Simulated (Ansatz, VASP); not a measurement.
# Si2Mo: VASP beside Ansatz

Contents of INCAR:

```
SYSTEM = Si2Mo
ALGO     = Normal         ! electronic algorithm
EDIFF    = 1E-6           ! SCF threshold, eV
EDIFFG   = -0.01          ! ionic threshold
ENCUT    = 600            ! plane-wave cutoff, eV
GGA      = PS             ! functional
IBRION   = 2              ! ionic algorithm
ISIF     = 3              ! what is computed and relaxed
ISMEAR   = -1             ! smearing method
LASPH    = .TRUE.         ! aspherical terms in the spheres
LCHARG   = .FALSE.        ! write CHGCAR
LREAL    = .FALSE.        ! projectors in reciprocal space
LWAVE    = .FALSE.        ! write WAVECAR
NELM     = 80             ! most SCF steps
NSW      = 60             ! ionic steps
PREC     = Accurate       ! precision mode
SIGMA    = 0.05           ! smearing width, eV
```

The input KPOINTS:

```
k-points
0
G
  7 7 4
  0 0 0
```

Contents of POSCAR:

```
Si2Mo
1.0
    4.5854715599      0.0000000000      0.0000000000
   -2.2927357800      3.9711348592      0.0000000000
    0.0000000000      0.0000000000      6.5797601000
Mo Si
3 6
Direct
    0.5000000000      0.5000000000      0.8333333333
    0.0000000000      0.5000000000      0.1666666667
    0.5000000000      0.0000000000      0.5000000000
    0.1638729800      0.3277459600      0.5000000000
    0.6722540400      0.8361270200      0.1666666667
    0.8361270200      0.1638729800      0.8333333333
    0.8361270200      0.6722540400      0.5000000000
    0.3277459600      0.1638729800      0.1666666667
    0.1638729800      0.8361270200      0.8333333333
```

The input input.yaml:

```yaml
crystal:
  lattice:
    - [4.5854715599, 0.0, 0.0]
    - [-2.29273578, 3.9711348592, 0.0]
    - [0.0, 0.0, 6.5797601]
  atoms:
    - { symbol: Mo, position: [0.5, 0.5, 0.8333333333] }
    - { symbol: Mo, position: [0.0, 0.5, 0.1666666667] }
    - { symbol: Mo, position: [0.5, 0.0, 0.5] }
    - { symbol: Si, position: [0.16387298, 0.32774596, 0.5] }
    - { symbol: Si, position: [0.67225404, 0.83612702, 0.1666666667] }
    - { symbol: Si, position: [0.83612702, 0.16387298, 0.8333333333] }
    - { symbol: Si, position: [0.83612702, 0.67225404, 0.5] }
    - { symbol: Si, position: [0.32774596, 0.16387298, 0.1666666667] }
    - { symbol: Si, position: [0.16387298, 0.83612702, 0.8333333333] }
hamiltonian:
  xc: pbesol
  pseudopotentials: { kind: paw }
kpoints:
  mp_grid: { grid: [7, 7, 4] }
scf:
  occupations: { method: fermi_dirac, width: 0.05 }
output:
  forces: true
  stress: true
  eigenvalues: true
relax:
  f_tol: 0.01
  max_steps: 40
  cell: { stress_tol: 0.05 }
```

Alike in both runs: task relaxation of cell and atoms; functional PBEsol; k mesh 7 × 7 × 4; occupations fermi-dirac, width 0.05 eV; no spin polarisation.

|  | VASP | Ansatz |
| --- | --- | --- |
| version | VASP 6.6.1 | Ansatz 0.2.0 |
| potentials or method | VASP PAW PBE potentials, release 64 (Mo_sv, Si) | Ansatz PAW |
| plane-wave cutoff (eV) | 600 | 420 |
| valence electrons in the cell | 66 | 66 |

```tsv
	VASP	Ansatz	Ansatz less VASP
gap on the k mesh at the Fermi level, each at its own relaxed structure (eV)	0.26	0.26	+0.003
relaxed volume (Å³/atom)	13.24	13.22	-0.021
relaxed cell length with the largest relative difference (Å)	4.577	4.575	-0.0025
```

VASP's potentials were made for PBE, not for PBEsol.

Noted on Ansatz's run: odd divisions of the mesh miss points on the zone boundary, where band edges often lie, so the gap on the mesh can be too wide; the plane-wave basis is chosen anew once the cell has moved, so the energies of steps on either side of that aren't comparable.
